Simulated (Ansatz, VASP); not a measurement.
**GdO: VASP beside Ansatz**

```
CELL_PARAMETERS angstrom
0.00000 2.70000 2.70000
2.70000 0.00000 2.70000
2.70000 2.70000 0.00000
ATOMIC_POSITIONS crystal
Gd 0.00000 0.00000 0.00000
O 0.25000 0.25000 0.25000
```

Alike in both runs: functional HSE06; k mesh 5 × 5 × 5; occupations fermi-dirac, width 0.05 eV; collinear spin.

```csv
,VASP,Ansatz
version,VASP 6.6.1,Ansatz 0.2.0
potentials or method,"VASP PAW PBE potentials, release 64 (Gd, O)",Ansatz PAW
plane-wave cutoff (eV),520,420
valence electrons in the cell,24,24
task,single point,band structure
```

|  | VASP | Ansatz | Ansatz less VASP |
| --- | --- | --- | --- |
| gap on the k mesh at the Fermi level (eV) | none | none | - |
| pressure (GPa) | -2.2 | -2.2 | -0.04 |
| net moment per atom (μB) | 3.99 | 3.99 | -0.001 |
| size of the moment on the site where the two differ most (μB) | 7.07 | 7.03 | -0.037 |

Site moments also hang on the region over which each program counts them. A gap of «none» marks a metal or a gap that the smearing closes.

The k mesh is coarse, so the values compare programs but aren't converged. Neither program's run includes spin-orbit coupling. Noted on Ansatz's run: the magnetic or orbital state may not be the lowest.
